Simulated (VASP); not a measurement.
Wanted: the native input for a VASP 6.6.1 run.

| Item | Value |
| --- | --- |
| Task | single point |
| Functional | PBE |
| Potentials or basis | VASP PAW PBE potentials, release 64 (Pb_d, S) |
| Cutoff | 520 eV |
| k mesh | 10 × 10 × 10 |
| Occupations | gaussian, width 0.03 eV |
| Spin | no spin polarisation |
| Dipole correction | no |
| Further INCAR settings | ALGO = Normal; EDIFF = 1e-07; NBANDS = 17 |

The structure of PbS lies in POSCAR:

```
PbS
1.0
    0.0000000000      3.0094750000      3.0094750000
    3.0094750000      0.0000000000      3.0094750000
    3.0094750000      3.0094750000      0.0000000000
Pb S
1 1
Direct
    0.0000000000      0.0000000000      0.0000000000
    0.5000000000      0.5000000000      0.5000000000
```

This cell differs from its parent crystal: strain +0.015 along x and y, +0.015 along z.

One way to write it, as run:

INCAR

```
SYSTEM = PbS
ALGO     = Normal         ! electronic algorithm
EDIFF    = 1E-7           ! SCF threshold, eV
ENCUT    = 520            ! plane-wave cutoff, eV
GGA      = PE             ! functional
ISIF     = 2              ! what is computed and relaxed
ISMEAR   = 0              ! smearing method
LASPH    = .True.         ! aspherical terms in the spheres
LCHARG   = .True.         ! write CHGCAR
LELF     = .True.         ! ELF
LREAL    = .False.        ! projectors in reciprocal space
LVHAR    = .True.       
LWAVE    = .False.        ! write WAVECAR
NBANDS   = 17             ! bands
NELM     = 80             ! most SCF steps
PREC     = Accurate       ! precision mode
SIGMA    = 0.03           ! smearing width, eV
```

KPOINTS

```
k-points
0
Gamma
  10 10 10
  0 0 0
```

Potentials or basis: VASP PAW PBE potentials, release 64 (Pb_d, S).

Command:

```bash
$ cat potpaw_PBE.64/Pb_d/POTCAR potpaw_PBE.64/S/POTCAR > POTCAR
$ mpirun -np 1 vasp_std > vasp.out
```

Results of the run:

| Quantity | Value |
| --- | --- |
| Pressure | -0.3 GPa |
| Band gap on the k mesh | 0.52 eV |

Caveat: the cell differs from its parent crystal (strain +0.015 along x and y, +0.015 along z); spin-orbit coupling is left out, which moves the levels of the heavy elements.

Run time: 32 s on 1 thread of Intel Xeon 8259CL (shared host), peak memory 0.2 GiB.
